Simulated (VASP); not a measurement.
# Ag in VASP: relaxation of the atoms with PBE+D3(BJ)

Aim: the relaxation of the atoms of Ag with PBE+D3(BJ).

All numbers are computed with VASP 6.6.1; they aren't measurements. Logs are shortened: lines on timing, memory, paths and dates and some standing lists are left out, and cuts for length are marked.

### 1 The cell of the first run

The cell holds a slab with vacuum, 12 atoms: a = 5.761 Å, b = 5.761 Å, c = 21.704 Å, α = 90.00°, β = 90.00°, γ = 120.00°.

### 2 Relaxation of the atoms, PBE+D3(BJ)

INCAR

```
SYSTEM = Ag
PREC = Accurate ; ENCUT = 450
EDIFF = 1E-7 ; ISMEAR = 0
SIGMA = 0.1 ; LREAL = .FALSE.
LASPH = .TRUE. ; NELM = 120
ALGO = Normal ; ISIF = 2
LWAVE = .FALSE. ; LCHARG = .FALSE.
LDIPOL = .TRUE. ; IDIPOL = 3
DIPOL = 0.5 0.5 0.500 ; GGA = PE
IVDW = 12 ; IBRION = 2
NSW = 90 ; EDIFFG = -0.03
GGA_COMPAT = .FALSE. ; NELMIN = 4
NELMDL = -8 ; KPAR = 4
```

KPOINTS

```
Automatic mesh
0
G
  6 6 1
  0 0 0
```

POSCAR

```
Ag
1.0
    5.7606628201      0.0000000000      0.0000000000
   -2.8803314101      4.9888803449      0.0000000000
    0.0000000000      0.0000000000     21.7035614965
Ag
12
Selective dynamics
Direct
    0.3333333333      0.1666666667      0.3916407914  F F F
    0.3333333333      0.6666666667      0.3916407914  F F F
    0.8333333333      0.1666666667      0.3916407914  F F F
    0.8333333333      0.6666666667      0.3916407914  F F F
    0.6666666667      0.3333333333      0.5000000000  T T T
    0.6666666667      0.8333333333      0.5000000000  T T T
    0.1666666667      0.3333333333      0.5000000000  T T T
    0.1666666667      0.8333333333      0.5000000000  T T T
    0.0000000000      0.5000000000      0.6083592086  T T T
    0.0000000000      0.0000000000      0.6083592086  T T T
    0.5000000000      0.5000000000      0.6083592086  T T T
    0.5000000000      0.0000000000      0.6083592086  T T T
```

Potentials or basis: VASP PAW PBE potentials, release 64 (Ag).

Launch:

```sh
cat potpaw_PBE.64/Ag/POTCAR > POTCAR
mpirun -np 4 vasp_std > vasp.out
```

OUTCAR:

```text
SYSTEM = Ag
   PREC = Accurate
   ENCUT = 450
   EDIFF = 1E-7
   ISMEAR = 0
   LREAL = .FALSE.
   LASPH = .TRUE.
   NELM = 120
   ISIF = 2
   GGA = PE
   IVDW = 12
   IBRION = 2
   NSW = 90
   EDIFFG = -0.03
   NELMIN = 4
   NELMDL = -8
 IVDW          = 12

 ion  position               nearest neighbor table
   1  0.333  0.167  0.392-   7 2.88   5 2.88   8 2.88   3 2.88   3 2.88   4 2.88   4 2.88   2 2.88
                             2 2.88
   2  0.333  0.667  0.392-   8 2.88   6 2.88   7 2.88   4 2.88   4 2.88   3 2.88   3 2.88   1 2.88
                             1 2.88
   3  0.833  0.167  0.392-   5 2.88   7 2.88   6 2.88   1 2.88   1 2.88   2 2.88   2 2.88   4 2.88
                             4 2.88
   4  0.833  0.667  0.392-   6 2.88   8 2.88   5 2.88   2 2.88   2 2.88   1 2.88   1 2.88   3 2.88
                             3 2.88
   5  0.667  0.333  0.500-   3 2.88   9 2.88  12 2.88   1 2.88  11 2.88   4 2.88   7 2.88   7 2.88
                             8 2.88   8 2.88   6 2.88   6 2.88
   6  0.667  0.833  0.500-   4 2.88  10 2.88  11 2.88   2 2.88  12 2.88   3 2.88   8 2.88   8 2.88
                             7 2.88   7 2.88   5 2.88   5 2.88
   7  0.167  0.333  0.500-   1 2.88  11 2.88  10 2.88   3 2.88   9 2.88   2 2.88   5 2.88   5 2.88
                             6 2.88   6 2.88   8 2.88   8 2.88
   8  0.167  0.833  0.500-   2 2.88  12 2.88   9 2.88   4 2.88  10 2.88   1 2.88   6 2.88   6 2.88
                             5 2.88   5 2.88   7 2.88   7 2.88
   9  0.000  0.500  0.608-   5 2.88   8 2.88   7 2.88  11 2.88  11 2.88  12 2.88  12 2.88  10 2.88
[... 14 lines left out ...]
 A1 = (   5.7606628201,   0.0000000000,   0.0000000000)
 A2 = (  -2.8803314101,   4.9888803449,   0.0000000000)
 A3 = (   0.0000000000,   0.0000000000,  21.7035614965)

Analysis of symmetry for initial positions (statically):
=====================================================================
 Subroutine PRICEL returns following result:

  LATTYP: Found a hexagonal cell.
 ALAT       =     2.8803314101
 C/A-ratio  =     7.5350917678
[... 12 lines left out ...]
 Subroutine GETGRP returns: Found 12 space group operations
 (whereof  6 operations were pure point group operations)
 out of a pool of 24 trial point group operations.

The static configuration has the point symmetry C_3v.
 The point group associated with its full space group is D_3d.

Analysis of symmetry for dynamics (positions and initial velocities):
=====================================================================
 Subroutine PRICEL returns following result:

  LATTYP: Found a hexagonal cell.
 ALAT       =     2.8803314101
 C/A-ratio  =     7.5350917678
[... 12 lines left out ...]
 Subroutine GETGRP returns: Found 12 space group operations
 (whereof  6 operations were pure point group operations)
 out of a pool of 24 trial point group operations.

The dynamic configuration has the point symmetry C_3v.
 The point group associated with its full space group is D_3d.

Analysis of constrained symmetry for selective dynamics:
=====================================================================
 Subroutine PRICEL returns following result:

  LATTYP: Found a hexagonal cell.
 ALAT       =     2.8803314101
 C/A-ratio  =     7.5350917678
[... 12 lines left out ...]
 Subroutine GETGRP returns: Found  6 space group operations
 (whereof  6 operations were pure point group operations)
 out of a pool of 24 trial point group operations.

The constrained configuration has the point symmetry C_3v.

 Subroutine INISYM returns: Found  6 space group operations
 (whereof  6 operations are pure point group operations),
 and found     4 'primitive' translations

----------------------------------------------------------------------------------------

                                     Primitive cell

  volume of cell :     155.9361

  direct lattice vectors                    reciprocal lattice vectors
     2.880331410  0.000000000  0.000000000     0.347182271  0.200445778  0.000000000
    -1.440165705  2.494440172  0.000000000     0.000000000  0.400891555  0.000000000
     0.000000000  0.000000000 21.703561497     0.000000000  0.000000000  0.046075387

  length of vectors
     2.880331410  2.880331410 21.703561497     0.400891555  0.400891555  0.046075387

  position of ions in fractional coordinates (direct lattice)
     0.666666667  0.333333333  0.391640791
     0.333333333  0.666666667  0.500000000
     0.000000000  0.000000000  0.608359209

  ion indices of the primitive-cell ions
   primitive index   ion index
                 1           1
                 2           7
                 3          12

----------------------------------------------------------------------------------------

 KPOINTS: Automatic mesh

Automatic generation of k-mesh.
 Grid dimensions read from file:
 generate k-points for:    6    6    1

 Generating k-lattice:

  Cartesian coordinates                     Fractional coordinates (reciprocal lattice)
     0.028931856  0.016703815  0.000000000     0.166666667  0.000000000  0.000000000
     0.000000000  0.033407630  0.000000000     0.000000000  0.166666667  0.000000000
     0.000000000  0.000000000  0.046075387     0.000000000  0.000000000  1.000000000

  Length of vectors
     0.033407630  0.033407630  0.046075387

  Shift w.r.t. Gamma in fractional coordinates (k-lattice)
     0.000000000  0.000000000  0.000000000

 Subroutine IBZKPT returns following result:
 ===========================================

 Found      7 irreducible k-points:

 Following reciprocal coordinates:
            Coordinates               Weight
  0.000000  0.000000  0.000000      1.000000
  0.166667  0.000000  0.000000      6.000000
  0.333333  0.000000  0.000000      6.000000
  0.500000 -0.000000  0.000000      3.000000
  0.166667  0.166667  0.000000      6.000000
  0.333333  0.166667  0.000000     12.000000
  0.333333  0.333333  0.000000      2.000000
   k-points           NKPTS =      7   k-points in BZ     NKDIM =      7   number of bands    NBANDS=     79
   number of dos      NEDOS =    301   number of ions     NIONS =     12
   total plane-waves  NPLWV = 240000
   dimension x,y,z NGX =    40 NGY =   40 NGZ =  150
   dimension x,y,z NGXF=    80 NGYF=   80 NGZF=  300
   ions per type =              12
   NGX,Y,Z   is equivalent  to a cutoff of  11.54, 11.54, 11.49 a.u.
   NGXF,Y,Z  is equivalent  to a cutoff of  23.09, 23.09, 22.98 a.u.
 SYSTEM =  Ag
   PREC   = accura    normal or accurate (medium, high low for compatibility)
   ISTART =      0    job   : 0-new  1-cont  2-samecut
   ICHARG =      2    charge: 1-file 2-atom 10-const
   ISPIN  =      1    spin polarized calculation?
   LNONCOLLINEAR =      F non collinear calculations
   LSORBIT =      F    spin-orbit coupling
   LASPH  =      T    aspherical Exc in radial PAW
   ENCUT  =  450.0 eV  33.07 Ry    5.75 a.u.   9.96  9.96 37.54*2*pi/ulx,y,z
   NELM   =    120;   NELMIN=  4; NELMDL= -8     # of ELM steps
   EDIFF  = 0.1E-06   stopping-criterion for ELM
   LREAL  =      F    real-space projection
   EDIFFG = -.3E-01   stopping-criterion for IOM
   NSW    =     90    number of steps for IOM
   IBRION =      2    ionic relax: 0-MD 1-quasi-New 2-CG
   NFREE  =      1    steps in history (QN), initial steepest desc. (CG)
   ISIF   =      2    stress and relaxation
   ISYM   =      2    0-nonsym 1-usesym 2-fastsym
   POTIM  = 0.5000    time-step for ionic-motion
   TEBEG  =    0.0;   TEEND  =   0.0 temperature during run
   PSTRESS=    0.0 pullay stress
   NELECT =     132.0000    total number of electrons
   NUPDOWN=      -1.0000    fix difference up-down
   EMIN   =  10.00;   EMAX   =-10.00  energy-range for DOS
   EFERMI =   0.00;   METHOD = LEGACY
   ISMEAR =     0;   SIGMA  =   0.10  broadening in eV -4-tet -1-fermi 0-gaus
   EFERMI_NEDOS =   21; number of points for ismear=-14 and -15
   IALGO  =     38    algorithm
   IMIX   =      4    mixing-type and parameters
     AMIX     =   0.40;   BMIX     =  1.00
     AMIX_MAG =   1.60;   BMIX_MAG =  1.00
  volume/ion in A,a.u.               =      51.98       350.77
  Fermi-wavevector in a.u.,A,eV,Ry     =   0.975582  1.843583 12.949495  0.951761
  Thomas-Fermi vector in A             =   2.106133
   LORBIT       =      0    0 simple, 1 ext, 2 COOP (PROOUT), +10 PAW based schemes
   GGA     = PE    functional components
   LHFCALC =     F    Hartree Fock is set to
   AEXX    =    0.0000 exact exchange contribution
   IVDW    =    12    specifies the selected vdW correction
   LEPSILON=     F    determine dielectric tensor
   LRPA    =     F    only Hartree local field effects (RPA)
 conjugate gradient relaxation of ions
 non-spin polarized calculation
 Gauss-broadening in eV      SIGMA  =   0.10
  energy-cutoff  :      450.00
  volume of cell :      623.74
 maximum number of plane-waves:     13550
 NGX is ok and might be reduce to    40
   NGX = 19   NGY = 19   NGZ = 75

--------------------------------------- Ionic step        1  -------------------------------------------

 number of electron     132.0000028 magnetization

 Free energy of the ion-electron system (eV)
  ---------------------------------------------------
  ext. energy  EPLUGINS =         0.00000000
  ---------------------------------------------------
  free energy    TOTEN  =       -29.73754273 eV

  energy without entropy =      -29.69864460  energy(sigma->0) =      -29.71809367

------------------------ aborting loop because EDIFF is reached ----------------------------------------

 Edisp (eV)   -4.89173

 E8    (eV) :    -2.2351
[... 35 lines left out ...]
  FREE ENERGIE OF THE ION-ELECTRON SYSTEM (eV)
  ---------------------------------------------------
  free  energy   TOTEN  =       -34.6292682345 eV

  energy  without entropy=      -34.5903701042  energy(sigma->0) =      -34.60981917

 dipolmoment           0.000000      0.000000     -0.000037 electrons x Angstroem

--------------------------------------- Ionic step        2  -------------------------------------------

 number of electron     132.0000028 magnetization

------------------------ aborting loop because EDIFF is reached ----------------------------------------
[... 45 lines left out ...]
--------------------------------------- Ionic step        3  -------------------------------------------

 number of electron     132.0000025 magnetization

 dipolmoment           0.000000      0.000000      0.000468 electrons x Angstroem

 Free energy of the ion-electron system (eV)
  ---------------------------------------------------
  ext. energy  EPLUGINS =         0.00000000
  ---------------------------------------------------
  free energy    TOTEN  =       -29.74220533 eV

  energy without entropy =      -29.70282188  energy(sigma->0) =      -29.72251361

 E-fermi :  -0.2646     XC(G=0):  -4.7659

 val. band max:       -0.3249571394   @ k =   0.3333   0.0000   0.0000
 cond. band min:      -0.2555345625   @ k =   0.3333   0.1667   0.0000
 fundamental gap:      0.0694225769
 Fermi energy:        -0.2646432645

 k-point     1 :       0.0000    0.0000    0.0000
  band No.  band energies     occupation
      1      -7.4389      2.00000
      2      -6.4726      2.00000
      3      -6.4726      2.00000
      4      -6.4726      2.00000
      5      -6.4596      2.00000
      6      -6.3054      2.00000
[... 556 lines left out ...]
     77       5.4137      0.00000
     78       5.4138      0.00000
 [bands above 78 left out]

------------------------ aborting loop because EDIFF is reached ----------------------------------------

 vacuum level on the upper side and lower side of the slab       (xc-potential included)        -0.066        -0.060

 Edisp (eV)   -4.88775

 E8    (eV) :    -2.2332

  FORCE on cell =-STRESS in cart. coord.  units (eV):
  Direction    XX          YY          ZZ          XY          YZ          ZX
  --------------------------------------------------------------------------------------
  -------------------------------------------------------------------------------------
  Total      -2.23471    -2.23471     0.44015     0.00000     0.00000     0.00000
  in kB      -5.74016    -5.74016     1.13058     0.00000     0.00000     0.00000
  external pressure =       -3.45 kB  Pullay stress =        0.00 kB
[... 27 lines left out ...]
  FREE ENERGIE OF THE ION-ELECTRON SYSTEM (eV)
  ---------------------------------------------------
  free  energy   TOTEN  =       -34.6299524894 eV

  energy  without entropy=      -34.5905690357  energy(sigma->0) =      -34.61026076

 reached required accuracy - stopping structural energy minimisation

 vacuum level on the upper side and lower side of the slab         4.215         4.220
```

It took 6.5 min on 4 MPI ranks of Intel Xeon Platinum 8375C at 2.90GHz (Ice Lake), shared host; peak memory 0.68 GiB.

Results:

```
Free energy                : -34.6300 eV
Energy gained by relaxing  : 0.1 meV/atom
Ionic steps                : 3
Band gap on the k mesh     : zero (bands 66 and 67 overlap by 0.67 eV)
Dispersion energy per atom : -0.407 eV
```

Step by step:
```
step  energy change (eV)  largest force on free atoms (eV/Å)  pressure (GPa)
   1              0.0000                              0.0354           -0.31
   2             -0.0002                              0.0303           -0.32
   3             -0.0007                              0.0219           -0.34
```

Final structure:
```
CELL_PARAMETERS angstrom
5.76066 0.00000 0.00000
-2.88033 4.98888 0.00000
0.00000 0.00000 21.70356
ATOMIC_POSITIONS crystal
Ag 0.33333 0.16667 0.39164
Ag 0.33333 0.66667 0.39164
Ag 0.83333 0.16667 0.39164
Ag 0.83333 0.66667 0.39164
Ag 0.66667 0.33333 0.50000
Ag 0.66667 0.83333 0.50000
Ag 0.16667 0.33333 0.50000
Ag 0.16667 0.83333 0.50000
Ag 0.00000 0.50000 0.60867
Ag 0.00000 0.00000 0.60867
Ag 0.50000 0.50000 0.60867
Ag 0.50000 0.00000 0.60867
```

Levels at points of the mesh, in eV from the Fermi level:
| k point | band 62 | band 63 | band 64 | band 65 | band 66 | band 67 | band 68 | band 69 | band 70 | band 71 |
| --- | --- | --- | --- | --- | --- | --- | --- | --- | --- | --- |
| (0.00, 0.00, 0.00) | -2.63 | -1.35 | 0.37 | 0.37 | 0.37 | 0.39 | 1.34 | 1.34 | 1.34 | 1.70 |
| (0.50, 0.00, 0.00) | -2.82 | -2.30 | -2.30 | -0.10 | -0.10 | 0.31 | 0.31 | 1.24 | 1.24 | 2.95 |
